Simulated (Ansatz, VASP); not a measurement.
**One calculation of AlN, two programs**

File POSCAR:

```
AlN
1.0
    3.3551985653      0.0000000000      0.0000000000
   -1.6775992826      2.9056871923      0.0000000000
    0.0000000000      0.0000000000      4.9784048429
Al N
2 2
Direct
    0.3333333333      0.6666666667      0.0016929024
    0.6666666667      0.3333333333      0.5016929024
    0.3333333333      0.6666666667      0.3833070976
    0.6666666667      0.3333333333      0.8833070976
```

INCAR.step1

```
PREC = Accurate
ENCUT = 520
ISMEAR = 0
SIGMA = 0.05
LREAL = F
LASPH = T
NELM = 60
NBANDS = 16
GGA = PE
ALGO = Normal
EDIFF = 1E-4
LWAVE = T
LCHARG = F
```

INCAR.step2

```
PREC = Accurate
ENCUT = 520
EDIFF = 1E-6
ISMEAR = 0
SIGMA = 0.05
LREAL = F
LASPH = T
NELM = 60
ALGO = Normal
ISIF = 2
LWAVE = F
LCHARG = F
METAGGA = R2SCAN
LMIXTAU = T
NBANDS = 16
ISTART = 1
```

The input KPOINTS:

```
Automatic mesh
0
Gamma
  12 12 6
```

Input for Ansatz:

```yaml
crystal:
  lattice:
    - [3.3551985653, 0.0, 0.0]
    - [-1.6775992826, 2.9056871923, 0.0]
    - [0.0, 0.0, 4.9784048429]
  atoms:
    - { symbol: Al, position: [0.3333333333, 0.6666666667, 0.0016929024] }
    - { symbol: Al, position: [0.6666666667, 0.3333333333, 0.5016929024] }
    - { symbol: "N", position: [0.3333333333, 0.6666666667, 0.3833070976] }
    - { symbol: "N", position: [0.6666666667, 0.3333333333, 0.8833070976] }
basis:
  ecutwfc: 500
kpoints:
  mp_grid: { grid: [12, 12, 6] }
hamiltonian:
  xc: r2scan
scf:
  occupations: { method: gaussian, width: 0.05 }
output:
  forces: true
  stress: true
  eigenvalues: true
```

Change from the starting cell: strain +0.080 along x and y, +0.000 along z, atoms carried along.

Alike in both runs: task single point; functional r2SCAN; k mesh 12 × 12 × 6; occupations gaussian, width 0.05 eV; no spin polarisation.

|  | VASP | Ansatz |
| --- | --- | --- |
| version | VASP 6.6.1 | Ansatz 0.2.0 |
| potentials or method | VASP PAW PBE potentials, release 64 (Al, N), cutoff 520 eV | scalar-relativistic, plane waves, PAW |
| valence electrons in the cell | 16 | 16 |

|  | VASP | Ansatz | Ansatz less VASP |
| --- | --- | --- | --- |
| gap on the k mesh at the Fermi level (eV) | 3.39 | 3.37 | -0.027 |
| least direct gap on the mesh (eV) | 3.39 | 3.37 | -0.027 |
| pressure (GPa) | -23.7 | -23.3 | +0.37 |
| traceless stress, the component that is largest in VASP (GPa) | 15.18 | 15.00 | -0.178 |
| rms of the force components (eV/Å) | 0.269 | 0.263 | -0.0059 |

VASP's potentials were made for PBE, not for r2SCAN. Atom by atom the forces differ by 0.006 eV/Å (rms over components).
